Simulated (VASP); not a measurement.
Wanted: the native input for a VASP 6.6.1 run.

```yaml
Task: single point
Functional: PBE
Potentials_or_basis: VASP PAW PBE potentials, release 64 (Ta_pv, F)
Cutoff: 520 eV
k_mesh: 7 × 7 × 7
Occupations: fermi-dirac, width 0.05 eV
Spin: no spin polarisation
Hubbard_terms: Ta d U = 2.0 eV
Dipole_correction: no
Further_INCAR_settings: ALGO = Normal; EDIFF = 1e-07; NBANDS = 24
```

The structure of TaF3 lies in POSCAR:

```
TaF3
1.0
    4.1368170752      0.0000000000      0.0000000000
    0.0000000000      4.1368170752      0.0000000000
    0.0000000000      0.0000000000      4.1368170752
Ta F
1 3
Direct
    0.0000000000      0.0000000000      0.0000000000
    0.0000000000      0.0000000000      0.5000000000
    0.0000000000      0.5000000000      0.0000000000
    0.5000000000      0.0000000000      0.0000000000
```

These files were run (other wordings do the same):

INCAR

```
SYSTEM = TaF3
  PREC = Accurate
  ENCUT = 520
  EDIFF = 1E-7
  ISMEAR = -1
  SIGMA = 0.05
  LREAL = .False.
  LASPH = .True.
  NELM = 150
  ALGO = Normal
  ISIF = 2
  LWAVE = .False.
  LCHARG = .False.
  LMAXMIX = 4
  LDAU = .True.
  LDAUTYPE = 2
  LDAUL = 2 -1
  LDAUU = 2 0
  LDAUJ = 0 0
  LDAUPRINT = 1
  GGA = PE
  NBANDS = 24
```

KPOINTS

```
regular mesh
0
Gamma
  7 7 7
  0 0 0
```

Potentials or basis: VASP PAW PBE potentials, release 64 (Ta_pv, F).

Launch:

```sh
$ cat potpaw_PBE.64/Ta_pv/POTCAR potpaw_PBE.64/F/POTCAR > POTCAR
$ mpirun -np 1 vasp_std > vasp.out
```

Results of the run:

```yaml
Pressure: 0.9 GPa
Band_gap_on_the_k_mesh: zero (band 16 reaches 4.48 eV, above the bottom of band 17 at 2.44 eV)
```

Caveat: spin-orbit coupling is left out, which moves the levels of the heavy elements; U without spin polarisation on a metal has little footing.

Run time: 25 s on 1 thread of AMD EPYC 7R43 64-Core Processor (Zen 3), on a shared host, peak memory 0.15 GiB.
